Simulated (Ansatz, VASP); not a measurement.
# EuO in VASP and in Ansatz

Contents of INCAR:

```
SYSTEM = EuO
  ALGO = Normal
  EDIFF = 1E-6
  ENCUT = 600
  GGA = PS
  GGA_COMPAT = .False.
  ISIF = 2
  ISMEAR = -1
  ISPIN = 2
  LASPH = .True.
  LCHARG = .False.
  LMAXMIX = 6
  LORBIT = 11
  LREAL = .False.
  LWAVE = .False.
  MAGMOM = 7 0
  NBANDS = 22
  NELM = 200
  PREC = Accurate
  SIGMA = 0.15
```

The input KPOINTS:

```
k-points
0
Gamma
  11 11 11
  0 0 0
```

Contents of POSCAR:

```
EuO
1.0
    0.0000000000      2.5719500000      2.5719500000
    2.5719500000      0.0000000000      2.5719500000
    2.5719500000      2.5719500000      0.0000000000
Eu O
1 1
Direct
    0.0000000000      0.0000000000      0.0000000000
    0.5000000000      0.5000000000      0.5000000000
```

Input for Ansatz:

```yaml
crystal:
  lattice:
    - [0.0, 2.57195, 2.57195]
    - [2.57195, 0.0, 2.57195]
    - [2.57195, 2.57195, 0.0]
  atoms:
    - { symbol: Eu, position: [0.0, 0.0, 0.0] }
    - { symbol: O, position: [0.5, 0.5, 0.5] }
kpoints:
  mp_grid:
    grid: [11, 11, 11]
hamiltonian:
  xc: pbesol
magnetization:
  spin_polarized: true
  per_species:
    Eu: 7.0
scf:
  occupations:
    method: fermi_dirac
    width: 0.15
output:
  stress: true
```

Alike in both runs: task single point; functional PBEsol; k mesh 11 × 11 × 11; occupations fermi-dirac, width 0.15 eV; collinear spin.

```csv
,VASP,Ansatz
version,VASP 6.6.1,Ansatz 0.2.0
potentials or method,"VASP PAW PBE potentials, release 64 (Eu, O)","plane waves, PAW"
plane-wave cutoff (eV),600,420
valence electrons in the cell,23,23
```

```csv
,VASP,Ansatz,Ansatz less VASP
pressure (GPa),-9.6,-9.3,+0.31
net moment per atom (μB),3.45,3.45,+0.004
size of the moment on the site where the two differ most (μB),6.55,6.57,+0.023
```

VASP's potentials were made for PBE, not for PBEsol. Site moments also hang on the region over which each program counts them.

Spin-orbit coupling is off throughout.
